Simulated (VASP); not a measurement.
Crystal: MgO.

```
Mg O
1.0
     3.06725    0.00000    0.00000
    -1.53363    2.65632    0.00000
     0.00000    0.00000    5.00882
Mg O
2 2
Direct
  0.33333 0.66667 0.00000
  0.66667 0.33333 0.50000
  0.33333 0.66667 0.37500
  0.66667 0.33333 0.87500
```

| Item | Value |
| --- | --- |
| Program | VASP 6.6.1 |
| Task | relaxation of cell and atoms |
| Functional | PBEsol |
| Potentials or basis | VASP PAW PBE potentials, release 64 (Mg, O) |
| Cutoff | 600 eV |
| k mesh | 9 × 9 × 4 |
| Occupations | fermi-dirac, width 0.03 eV |
| Spin | no spin polarisation |

At the start: pressure 26.0 GPa; volume 10.20 Å³/atom.

Q: How do energy, volume and symmetry change on relaxing?

A: Over 10 steps the energy falls by 130.0 meV/atom and the volume is 11.82 Å³/atom (+15.9 %); space group P6_3mc (No. 186, to 0.05 Å).

The path:
| step | energy change (eV) | largest force (eV/Å) | pressure (GPa) | volume (Å³) |
| --- | --- | --- | --- | --- |
| 1 | 0.0000 | 0.1799 | 25.97 | 40.81 |
| 2 | -0.3999 | 0.1105 | -7.95 | 51.37 |
| 3 | -0.4951 | 0.1381 | -0.08 | 47.67 |
| 4 | -0.4950 | 0.1372 | -0.45 | 47.81 |
| 5 | -0.5025 | 0.1235 | -0.44 | 47.79 |
| 6 | -0.5154 | 0.1064 | -0.48 | 47.69 |
| 7 | -0.5127 | 0.1723 | -0.81 | 47.42 |
| 8 | -0.5169 | 0.1339 | -0.59 | 47.56 |
| 9 | -0.5190 | 0.0765 | 0.30 | 47.12 |
| 10 | -0.5201 | 0.0025 | -0.10 | 47.29 |

Final structure:
```
Mg O
1.0
     3.30571    0.00000    0.00000
    -1.65286    2.86283    0.00000
     0.00000    0.00000    4.99649
Mg O
2 2
Direct
  0.33333 0.66667 0.98803
  0.66667 0.33333 0.48803
  0.33333 0.66667 0.38697
  0.66667 0.33333 0.88697
```

Caveat: the volume moved by over 15 % at a fixed basis, so the end points are rough; the PAW data sets were made with another functional, which shifts forces and pressure a little.
